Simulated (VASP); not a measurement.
# HfN (P6_3/mmc) in VASP: relaxation of shape and atoms at fixed volume with PBEsol

Aim: the relaxation of shape and atoms at fixed volume of HfN with PBEsol.

Program: VASP 6.6.1. These are calculated values, not measurements. Logs are shortened: lines on timing, memory, paths and dates and some standing lists are left out, and cuts for length are marked.

**1. The cell of the first run**

The structure is hexagonal, space group P6_3/mmc (No. 194). The conventional cell has a = 3.103 Å, b = 3.103 Å, c = 5.576 Å, α = 90.00°, β = 90.00°, γ = 120.00°. Within 3.2 Å of Hf (site symmetry -3m) lie 6 N at 2.27 Å and 8 Hf at 2.79 to 3.10 Å. Within 3.4 Å of N (site symmetry -6m2) lie 6 Hf at 2.27 Å and 12 N at 3.10 to 3.31 Å.

**2. Relaxation of shape and atoms at fixed volume, PBEsol (11.62 Å³/atom)**

File INCAR:

```
SYSTEM = HfN
ALGO = Normal
EDIFF = 1E-6
EDIFFG = -0.01
ENCUT = 600
GGA = PS
IBRION = 2
ISIF = 4
ISMEAR = 0
LASPH = .True.
LCHARG = .False.
LREAL = .False.
LWAVE = .False.
NELM = 100
NSW = 60
PREC = Accurate
SIGMA = 0.05
```

File KPOINTS:

```
k-points
0
Gamma
  10 10 8
  0 0 0
```

File POSCAR:

```
HfN
1.0
    3.1031569175      0.0000000000      0.0000000000
   -1.5515784588      2.6874127225      0.0000000000
    0.0000000000      0.0000000000      5.5758665771
Hf N
2 2
Direct
    0.0000000000      0.0000000000      0.0000000000
    0.0000000000      0.0000000000      0.5000000000
    0.3333333333      0.6666666667      0.2500000000
    0.6666666667      0.3333333333      0.7500000000
```

Potentials or basis: VASP PAW PBE potentials, release 64 (Hf_pv, N).

Run with:

```console
$ cat potpaw_PBE.64/Hf_pv/POTCAR potpaw_PBE.64/N/POTCAR > POTCAR
$ mpirun -np 1 vasp_std > vasp.out
```

OUTCAR:

```text
SYSTEM = HfN
   EDIFF = 1E-6
   EDIFFG = -0.01
   ENCUT = 600
   GGA = PS
   IBRION = 2
   ISIF = 4
   ISMEAR = 0
   LASPH = .True.
   LREAL = .False.
   NELM = 100
   NSW = 60
   PREC = Accurate

 ion  position               nearest neighbor table
   1  0.000  0.000  0.000-   3 2.27   4 2.27   4 2.27   3 2.27   4 2.27   3 2.27   2 2.79   2 2.79

   2  0.000  0.000  0.500-   3 2.27   4 2.27   4 2.27   3 2.27   4 2.27   3 2.27   1 2.79   1 2.79

   3  0.333  0.667  0.250-   1 2.27   2 2.27   1 2.27   2 2.27   1 2.27   2 2.27
   4  0.667  0.333  0.750-   1 2.27   2 2.27   1 2.27   2 2.27   1 2.27   2 2.27

  LATTYP: Found a hexagonal cell.
 ALAT       =     3.1031569175
 C/A-ratio  =     1.7968368102

  Lattice vectors:

 A1 = (   3.1031569175,   0.0000000000,   0.0000000000)
 A2 = (  -1.5515784588,   2.6874127225,   0.0000000000)
 A3 = (   0.0000000000,   0.0000000000,   5.5758665771)

Analysis of symmetry for initial positions (statically):
=====================================================================
 Subroutine PRICEL returns:
 Original cell was already a primitive cell.

 Routine SETGRP: Setting up the symmetry group for a
 hexagonal supercell.

 Subroutine GETGRP returns: Found 24 space group operations
 (whereof 12 operations were pure point group operations)
 out of a pool of 24 trial point group operations.

The static configuration has the point symmetry D_3d.
 The point group associated with its full space group is D_6h.

Analysis of symmetry for dynamics (positions and initial velocities):
=====================================================================
 Subroutine PRICEL returns:
 Original cell was already a primitive cell.

 Routine SETGRP: Setting up the symmetry group for a
 hexagonal supercell.

 Subroutine GETGRP returns: Found 24 space group operations
 (whereof 12 operations were pure point group operations)
 out of a pool of 24 trial point group operations.

The dynamic configuration has the point symmetry D_3d.
 The point group associated with its full space group is D_6h.

 Subroutine INISYM returns: Found 24 space group operations
 (whereof 12 operations are pure point group operations),
 and found     1 'primitive' translations

----------------------------------------------------------------------------------------

                                     Primitive cell

  volume of cell :      46.4997

  direct lattice vectors                    reciprocal lattice vectors
     3.103156917  0.000000000  0.000000000     0.322252476  0.186052554  0.000000000
    -1.551578459  2.687412722  0.000000000     0.000000000  0.372105107  0.000000000
     0.000000000  0.000000000  5.575866577     0.000000000  0.000000000  0.179344320

  length of vectors
     3.103156917  3.103156918  5.575866577     0.372105108  0.372105107  0.179344320

  position of ions in fractional coordinates (direct lattice)
     0.000000000  0.000000000  0.000000000
     0.000000000  0.000000000  0.500000000
     0.333333333  0.666666667  0.250000000
     0.666666667  0.333333333  0.750000000

  ion indices of the primitive-cell ions
   primitive index   ion index
                 1           1
                 2           2
                 3           3
                 4           4

----------------------------------------------------------------------------------------

 KPOINTS: k-points

Automatic generation of k-mesh.
 Grid dimensions read from file:
 generate k-points for:   10   10    8

 Generating k-lattice:

  Cartesian coordinates                     Fractional coordinates (reciprocal lattice)
     0.032225248  0.018605255  0.000000000     0.100000000  0.000000000  0.000000000
     0.000000000  0.037210511  0.000000000     0.000000000  0.100000000  0.000000000
     0.000000000  0.000000000  0.022418040     0.000000000  0.000000000  0.125000000

  Length of vectors
     0.037210511  0.037210511  0.022418040

  Shift w.r.t. Gamma in fractional coordinates (k-lattice)
     0.000000000  0.000000000  0.000000000

 Subroutine IBZKPT returns following result:
 ===========================================

 Found     70 irreducible k-points:

 Following reciprocal coordinates:
            Coordinates               Weight
  0.000000  0.000000  0.000000      1.000000
  0.100000  0.000000  0.000000      6.000000
  0.200000  0.000000  0.000000      6.000000
  0.300000  0.000000  0.000000      6.000000
  0.400000  0.000000  0.000000      6.000000
  0.500000  0.000000  0.000000      3.000000
[... 16 lines left out ...]
  0.300000  0.100000  0.125000     24.000000
  0.400000  0.100000  0.125000     24.000000
 [... further k-points ...]
   k-points           NKPTS =     70   k-points in BZ     NKDIM =     70   number of bands    NBANDS=     19
   number of dos      NEDOS =    301   number of ions     NIONS =      4
   total plane-waves  NPLWV =  37632
   dimension x,y,z NGX =    28 NGY =   28 NGZ =   48
   dimension x,y,z NGXF=    56 NGYF=   56 NGZF=   96
   ions per type =               2   2
   NGX,Y,Z   is equivalent  to a cutoff of  15.00, 15.00, 14.31 a.u.
   NGXF,Y,Z  is equivalent  to a cutoff of  30.00, 30.00, 28.62 a.u.
 SYSTEM =  HfN
   PREC   = accura    normal or accurate (medium, high low for compatibility)
   ISTART =      0    job   : 0-new  1-cont  2-samecut
   ICHARG =      2    charge: 1-file 2-atom 10-const
   ISPIN  =      1    spin polarized calculation?
   LNONCOLLINEAR =      F non collinear calculations
   LSORBIT =      F    spin-orbit coupling
   LASPH  =      T    aspherical Exc in radial PAW
   ENCUT  =  600.0 eV  44.10 Ry    6.64 a.u.   6.20  6.20 11.14*2*pi/ulx,y,z
   NELM   =    100;   NELMIN=  2; NELMDL= -5     # of ELM steps
   EDIFF  = 0.1E-05   stopping-criterion for ELM
   LREAL  =      F    real-space projection
   EDIFFG = -.1E-01   stopping-criterion for IOM
   NSW    =     60    number of steps for IOM
   IBRION =      2    ionic relax: 0-MD 1-quasi-New 2-CG
   NFREE  =      1    steps in history (QN), initial steepest desc. (CG)
   ISIF   =      4    stress and relaxation
   ISYM   =      2    0-nonsym 1-usesym 2-fastsym
   POTIM  = 0.5000    time-step for ionic-motion
   TEBEG  =    0.0;   TEEND  =   0.0 temperature during run
   PSTRESS=    0.0 pullay stress
   NELECT =      30.0000    total number of electrons
   NUPDOWN=      -1.0000    fix difference up-down
   EMIN   =  10.00;   EMAX   =-10.00  energy-range for DOS
   EFERMI =   0.00;   METHOD = LEGACY
   ISMEAR =     0;   SIGMA  =   0.05  broadening in eV -4-tet -1-fermi 0-gaus
   EFERMI_NEDOS =   21; number of points for ismear=-14 and -15
   IALGO  =     38    algorithm
   IMIX   =      4    mixing-type and parameters
     AMIX     =   0.40;   BMIX     =  1.00
     AMIX_MAG =   1.60;   BMIX_MAG =  1.00
  volume/ion in A,a.u.               =      11.62        78.45
  Fermi-wavevector in a.u.,A,eV,Ry     =   1.414594  2.673195 27.226287  2.001076
  Thomas-Fermi vector in A             =   2.536120
   LORBIT       =      0    0 simple, 1 ext, 2 COOP (PROOUT), +10 PAW based schemes
   GGA     = PS    functional components
   LHFCALC =     F    Hartree Fock is set to
   AEXX    =    0.0000 exact exchange contribution
   IVDW    =     0    specifies the selected vdW correction
   LEPSILON=     F    determine dielectric tensor
   LRPA    =     F    only Hartree local field effects (RPA)
 conjugate gradient relaxation of ions
 non-spin polarized calculation
 Gauss-broadening in eV      SIGMA  =   0.05
  energy-cutoff  :      600.00
  volume of cell :       46.50
 maximum number of plane-waves:      1564
 NGX is ok and might be reduce to    28
   NGX = 13   NGY = 13   NGZ = 23

 number of electron      30.0000003 magnetization

 Free energy of the ion-electron system (eV)
  ---------------------------------------------------
  ext. energy  EPLUGINS =         0.00000000
  ---------------------------------------------------
  free energy    TOTEN  =       -44.48123793 eV

  energy without entropy =      -44.47858861  energy(sigma->0) =      -44.47991327

 E-fermi :   7.7157     XC(G=0): -12.7997

 val. band max:        7.6962245505   @ k =   0.4000   0.2000   0.3750
 cond. band min:       7.7183208574   @ k =   0.3000   0.1000   0.3750
 fundamental gap:      0.0220963069
 Fermi energy:         7.7156517321

 k-point     1 :       0.0000    0.0000    0.0000
  band No.  band energies     occupation
      1     -24.1643      2.00000
      2     -23.0516      2.00000
      3     -23.0516      2.00000
      4     -22.8928      2.00000
      5     -22.8928      2.00000
      6     -22.6065      2.00000
[... 11 lines left out ...]
     18       8.6276      0.00000
     19       8.6276      0.00000

 k-point     2 :       0.1000    0.0000    0.0000
  band No.  band energies     occupation
      1     -24.1388      2.00000
      2     -23.1519      2.00000
      3     -23.0721      2.00000
      4     -22.9755      2.00000
      5     -22.9105      2.00000
      6     -22.5954      2.00000
[... 11 lines left out ...]
     18       8.9449      0.00000
     19       9.1068      0.00000

 k-point     3 :       0.2000    0.0000    0.0000
  band No.  band energies     occupation
      1     -24.0715      2.00000
      2     -23.4047      2.00000
      3     -23.1869      2.00000
      4     -23.1253      2.00000
      5     -22.9567      2.00000
      6     -22.5663      2.00000
[... 11 lines left out ...]
     18       9.8624      0.00000
     19      10.1567      0.00000

 k-point     4 :       0.3000    0.0000    0.0000
  band No.  band energies     occupation
      1     -23.9879      2.00000
      2     -23.6989      2.00000
      3     -23.4380      2.00000
      4     -23.1902      2.00000
      5     -23.0132      2.00000
      6     -22.5299      2.00000
[... 407 lines left out ...]
     18      10.6452      0.00000
     19      10.8865      0.00000

 k-point    23 :       0.3000    0.1000    0.1250
  band No.  band energies     occupation
      1     -23.8948      2.00000
      2     -23.8039      2.00000
      3     -23.5506      2.00000
      4     -23.2633      2.00000
      5     -23.0888      2.00000
      6     -22.5696      2.00000
[... 11 lines left out ...]
     18      11.6808      0.00000
     19      12.0743      0.00000

 k-point    24 :       0.4000    0.1000    0.1250
  band No.  band energies     occupation
      1     -23.9590      2.00000
      2     -23.8343      2.00000
      3     -23.6769      2.00000
      4     -23.3103      2.00000
      5     -23.1296      2.00000
      6     -22.5478      2.00000
[... 11 lines left out ...]
     18      12.0973      0.00000
     19      12.3066      0.00000

 [... further k-points ...]

------------------------ aborting loop because EDIFF is reached ----------------------------------------

  FORCE on cell =-STRESS in cart. coord.  units (eV):
  Direction    XX          YY          ZZ          XY          YZ          ZX
  --------------------------------------------------------------------------------------
  -------------------------------------------------------------------------------------
  Total        0.9878213      0.9878213      0.9726575     -0.0000000      0.0000000     -0.0000000
  in kB       34.0359980     34.0359980     33.5135188     -0.0000000      0.0000000     -0.0000000
  external PRESSURE =      33.8618383 kB  Pullay stress =       0.0000000 kB

 VOLUME and BASIS-vectors are now :
 -----------------------------------------------------------------------------
  energy-cutoff  :      600.00
  volume of cell :       46.50
      direct lattice vectors                 reciprocal lattice vectors
     3.103156917  0.000000000  0.000000000     0.322252476  0.186052554  0.000000000
    -1.551578459  2.687412722  0.000000000     0.000000000  0.372105107  0.000000000
     0.000000000  0.000000000  5.575866577     0.000000000  0.000000000  0.179344320

 POSITION                                       TOTAL-FORCE (eV/Angst)
 -----------------------------------------------------------------------------------
      0.00000      0.00000      0.00000        -0.000000      0.000000     -0.000000
      0.00000      0.00000      2.78793        -0.000000      0.000000     -0.000000
     -0.00000      1.79161      1.39397         0.000000     -0.000000     -0.000000
      1.55158      0.89580      4.18190        -0.000000      0.000000      0.000000
 -----------------------------------------------------------------------------------
    total drift:                                0.000000     -0.000000      0.000000

  FREE ENERGIE OF THE ION-ELECTRON SYSTEM (eV)
  ---------------------------------------------------
  free  energy   TOTEN  =       -44.4812379257 eV

  energy  without entropy=      -44.4785886110  energy(sigma->0) =      -44.47991327

 reached required accuracy - stopping structural energy minimisation
```

Run time: 75 s. Hardware: 1 thread of Intel Xeon 8259CL, shared host; peak memory 0.23 GiB.

What came out:

```yaml
Free_energy: -44.4812 eV
Pressure_after_relaxing: 3.4 GPa
Band_gap_on_the_k_mesh: zero (bands 15 and 16 overlap by 1.59 eV)
```

Final structure:
```yaml
crystal:
  lattice:
    - [3.10316, 0.00000, 0.00000]
    - [-1.55158, 2.68741, 0.00000]
    - [0.00000, 0.00000, 5.57587]
  atoms:
    - { symbol: Hf, position: [0.00000, 0.00000, 0.00000] }
    - { symbol: Hf, position: [0.00000, 0.00000, 0.50000] }
    - { symbol: N, position: [0.33333, 0.66667, 0.25000] }
    - { symbol: N, position: [0.66667, 0.33333, 0.75000] }
```

Caveat: the PAW data sets were made with another functional, which shifts forces and pressure a little; spin-orbit coupling is left out, which moves the levels of the heavy elements.

The gap in the log of VASP goes by the Fermi energy; the results here count the filled bands.